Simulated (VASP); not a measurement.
# C (P6_3/mmc) in VASP: single point with r2SCAN

Aim: the single point of C with r2SCAN.

Program: VASP 6.6.1. These are calculated values, not measurements. Logs are shortened: lines on timing, memory, paths and dates and some standing lists are left out, and cuts for length are marked.

## 1. The cell of the first run

Symmetry: P6_3/mmc, No. 194, hexagonal system. Conventional cell: a = 2.456 Å, b = 2.456 Å, c = 7.011 Å, α = 90.00°, β = 90.00°, γ = 120.00°. C (site symmetry -6m2) has 3 C at 1.42 Å within 1.9 Å. Within 1.9 Å of C (site symmetry -6m2) lie 3 C at 1.42 Å.

## 2. Single point, r2SCAN

Contents of POSCAR:

```
C
1.0
    2.4559135526      0.0000000000      0.0000000000
   -1.2279567763      2.1268835261      0.0000000000
    0.0000000000      0.0000000000      7.0106280674
C
4
Direct
    0.0000000000      0.0000000000      0.2500000000
    1.0000000000      1.0000000000      0.7500000000
    0.3333333333      0.6666666667      0.2500000000
    0.6666666667      0.3333333333      0.7500000000
```

Contents of INCAR.step1:

```
PREC = Accurate
ENCUT = 520
ISMEAR = -1
SIGMA = 0.05
LREAL = False
LASPH = True
NELM = 80
NBANDS = 16
GGA = PE
ALGO = Normal
EDIFF = 1E-4
LWAVE = True
LCHARG = False
```

Contents of INCAR.step2:

```
PREC = Accurate
ENCUT = 520
EDIFF = 1E-7
ISMEAR = -1
SIGMA = 0.05
LREAL = False
LASPH = True
NELM = 80
ALGO = Normal
ISIF = 2
LWAVE = False
LCHARG = False
METAGGA = R2SCAN
LMIXTAU = True
NBANDS = 16
ISTART = 1
```

Contents of KPOINTS:

```
Automatic mesh
0
Gamma
  14 14 4
```

Potentials or basis: VASP PAW PBE potentials, release 64 (C).

Started as:

```bash
$ cat potpaw_PBE.64/C/POTCAR > POTCAR
$ cp INCAR.step1 INCAR
$ mpirun -np 1 vasp_std > vasp.out
$ cp INCAR.step2 INCAR
$ mpirun -np 1 vasp_std > vasp.out
```

OUTCAR:

```text
PREC = Accurate
   ENCUT = 520
   EDIFF = 1E-7
   ISMEAR = -1
   LREAL = False
   LASPH = True
   NELM = 80
   ISIF = 2
   METAGGA = R2SCAN
   ISTART = 1

 ion  position               nearest neighbor table
   1  0.000  0.000  0.250-   3 1.42   3 1.42   3 1.42
   2  0.000  0.000  0.750-   4 1.42   4 1.42   4 1.42
   3  0.333  0.667  0.250-   1 1.42   1 1.42   1 1.42
   4  0.667  0.333  0.750-   2 1.42   2 1.42   2 1.42

  LATTYP: Found a hexagonal cell.
 ALAT       =     2.4559135526
 C/A-ratio  =     2.8545907326

  Lattice vectors:

 A1 = (   2.4559135526,   0.0000000000,   0.0000000000)
 A2 = (  -1.2279567763,   2.1268835261,   0.0000000000)
 A3 = (   0.0000000000,   0.0000000000,   7.0106280674)

Analysis of symmetry for initial positions (statically):
=====================================================================
 Subroutine PRICEL returns:
 Original cell was already a primitive cell.

 Routine SETGRP: Setting up the symmetry group for a
 hexagonal supercell.

 Subroutine GETGRP returns: Found 24 space group operations
 (whereof 12 operations were pure point group operations)
 out of a pool of 24 trial point group operations.

The static configuration has the point symmetry D_3d.
 The point group associated with its full space group is D_6h.

Analysis of symmetry for dynamics (positions and initial velocities):
=====================================================================
 Subroutine PRICEL returns:
 Original cell was already a primitive cell.

 Routine SETGRP: Setting up the symmetry group for a
 hexagonal supercell.

 Subroutine GETGRP returns: Found 24 space group operations
 (whereof 12 operations were pure point group operations)
 out of a pool of 24 trial point group operations.

The dynamic configuration has the point symmetry D_3d.
 The point group associated with its full space group is D_6h.

 Subroutine INISYM returns: Found 24 space group operations
 (whereof 12 operations are pure point group operations),
 and found     1 'primitive' translations

----------------------------------------------------------------------------------------

                                     Primitive cell

  volume of cell :      36.6196

  direct lattice vectors                    reciprocal lattice vectors
     2.455913553  0.000000000  0.000000000     0.407180456  0.235085746  0.000000000
    -1.227956776  2.126883526  0.000000000     0.000000000  0.470171492  0.000000000
     0.000000000  0.000000000  7.010628067     0.000000000  0.000000000  0.142640572

[... 84 lines left out ...]
   LASPH  =      T    aspherical Exc in radial PAW
   ENCUT  =  520.0 eV  38.22 Ry    6.18 a.u.   4.57  4.57 13.04*2*pi/ulx,y,z
   NELM   =     80;   NELMIN=  2; NELMDL=  0     # of ELM steps
   EDIFF  = 0.1E-06   stopping-criterion for ELM
   LREAL  =      F    real-space projection
   EDIFFG = 0.1E-05   stopping-criterion for IOM
   NSW    =      0    number of steps for IOM
   IBRION =     -1    ionic relax: 0-MD 1-quasi-New 2-CG
   NFREE  =      0    steps in history (QN), initial steepest desc. (CG)
   ISIF   =      2    stress and relaxation
   ISYM   =      2    0-nonsym 1-usesym 2-fastsym
   POTIM  = 0.5000    time-step for ionic-motion
   TEBEG  =    0.0;   TEEND  =   0.0 temperature during run
   PSTRESS=    0.0 pullay stress
   NELECT =      16.0000    total number of electrons
   NUPDOWN=      -1.0000    fix difference up-down
   EMIN   =  10.00;   EMAX   =-10.00  energy-range for DOS
   EFERMI =   0.00;   METHOD = LEGACY
   ISMEAR =    -1;   SIGMA  =   0.05  broadening in eV -4-tet -1-fermi 0-gaus
   EFERMI_NEDOS =   21; number of points for ismear=-14 and -15
   IALGO  =     38    algorithm
   IMIX   =      4    mixing-type and parameters
     AMIX     =   0.40;   BMIX     =  1.00
     AMIX_MAG =   1.60;   BMIX_MAG =  1.00
  volume/ion in A,a.u.               =       9.15        61.78
  Fermi-wavevector in a.u.,A,eV,Ry     =   1.242254  2.347519 20.996428  1.543194
  Thomas-Fermi vector in A             =   2.376616
   LORBIT       =      0    0 simple, 1 ext, 2 COOP (PROOUT), +10 PAW based schemes
   METAGGA = R2SCAN    functional components
   LHFCALC =     F    Hartree Fock is set to
   AEXX    =    0.0000 exact exchange contribution
   IVDW    =     0    specifies the selected vdW correction
   LEPSILON=     F    determine dielectric tensor
   LRPA    =     F    only Hartree local field effects (RPA)
 non-spin polarized calculation
  energy-cutoff  :      520.00
  volume of cell :       36.62
 maximum number of plane-waves:      1008
   NGX =  9   NGY =  9   NGZ = 27

 number of electron      15.9999995 magnetization

 Free energy of the ion-electron system (eV)
  ---------------------------------------------------
  ext. energy  EPLUGINS =         0.00000000
  ---------------------------------------------------
  free energy    TOTEN  =       -39.75419500 eV

  energy without entropy =      -39.75419369  energy(sigma->0) =      -39.75419434

 E-fermi :   4.3499     XC(G=0): -10.8305

 val. band max:        3.8374989918   @ k =   0.3571   0.2857   0.0000
 cond. band min:       4.8841050479   @ k =   0.3571   0.2857   0.0000
 fundamental gap:      1.0466060561
 Fermi energy:         4.3499483970

 k-point     1 :       0.0000    0.0000    0.0000
  band No.  band energies     occupation
      1     -16.6318      2.00000
      2     -16.4226      2.00000
      3      -4.5634      2.00000
      4      -2.9579      2.00000
      5       1.0985      2.00000
      6       1.0985      2.00000
[... 433 lines left out ...]
      3      -8.9179      2.00000
      4      -8.9161      2.00000
      5      -6.5808      2.00000
      6      -6.5318      2.00000
[... 8 lines left out ...]
     15      17.2899      0.00000
     16      18.9126      0.00000

 [... further k-points ...]
[... 5 lines left out ...]
  --------------------------------------------------------------------------------------
  -------------------------------------------------------------------------------------
  Total        0.2231259      0.2231259      0.0065783      0.0000000      0.0000000      0.0000000
  in kB        9.7621792      9.7621792      0.2878117      0.0000000      0.0000000      0.0000000
  external PRESSURE =       6.6040567 kB  Pullay stress =       0.0000000 kB

 VOLUME and BASIS-vectors are now :
 -----------------------------------------------------------------------------
  energy-cutoff  :      520.00
  volume of cell :       36.62
      direct lattice vectors                 reciprocal lattice vectors
     2.455913553  0.000000000  0.000000000     0.407180456  0.235085746  0.000000000
    -1.227956776  2.126883526  0.000000000     0.000000000  0.470171492  0.000000000
     0.000000000  0.000000000  7.010628067     0.000000000  0.000000000  0.142640572

 POSITION                                       TOTAL-FORCE (eV/Angst)
 -----------------------------------------------------------------------------------
      0.00000      0.00000      1.75266         0.000000      0.000000     -0.000000
      0.00000      0.00000      5.25797         0.000000      0.000000      0.000000
     -0.00000      1.41792      1.75266         0.000000     -0.000000      0.000000
      1.22796      0.70896      5.25797        -0.000000      0.000000      0.000000
 -----------------------------------------------------------------------------------
    total drift:                                0.000000     -0.000000      0.000000

  FREE ENERGIE OF THE ION-ELECTRON SYSTEM (eV)
  ---------------------------------------------------
  free  energy   TOTEN  =       -39.7541949996 eV

  energy  without entropy=      -39.7541936878  energy(sigma->0) =      -39.75419434
```

Run time: 4.2 min. Hardware: 1 thread of Intel Xeon 8259CL, shared host; peak memory 0.16 GiB.

What came out:

* Free energy: -39.7542 eV
* Pressure: 0.7 GPa
* Band gap on the k mesh: 1.05 eV, direct

Stress tensor (GPa, compression positive):
```
0.98 0.00 0.00
0.00 0.98 0.00
0.00 0.00 0.03
```

Caveat: the PAW data sets were made with another functional, which shifts forces and pressure a little.
